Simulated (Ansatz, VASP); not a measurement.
# Mo in VASP and in Ansatz

```
CELL_PARAMETERS angstrom
-1.54743 1.57100 1.54743
1.59457 -1.57100 1.59457
1.54743 1.57100 -1.54743
ATOMIC_POSITIONS crystal
Mo 0.00000 0.00000 0.00000
```

Change from the starting cell: strain +0.0300 x Voigt [0, 0, 0, 0, 1, 0], atoms carried along.

Alike in both runs: task single point; functional PBEsol; k mesh 22 × 22 × 22; occupations gaussian, width 0.15 eV; no spin polarisation.

|  | VASP | Ansatz |
| --- | --- | --- |
| version | VASP 6.6.1 | Ansatz 0.2.0 |
| potentials or method | VASP PAW PBE potentials, release 64 (Mo_sv), cutoff 520 eV | scalar-relativistic, plane waves, PAW |
| valence electrons in the cell | 14 | 14 |

```csv
,VASP,Ansatz,Ansatz less VASP
gap on the k mesh at the Fermi level (eV),none,none,-
pressure (GPa),-2.5,-3.0,-0.56
"traceless stress, the component that is largest in VASP (GPa)",-3.06,-3.03,+0.023
```

VASP's potentials were made for PBE, not for PBEsol. A gap of «none» marks a metal or a gap that the smearing closes. With one functional, cell and mesh, what is left measures potentials, basis and numerics.
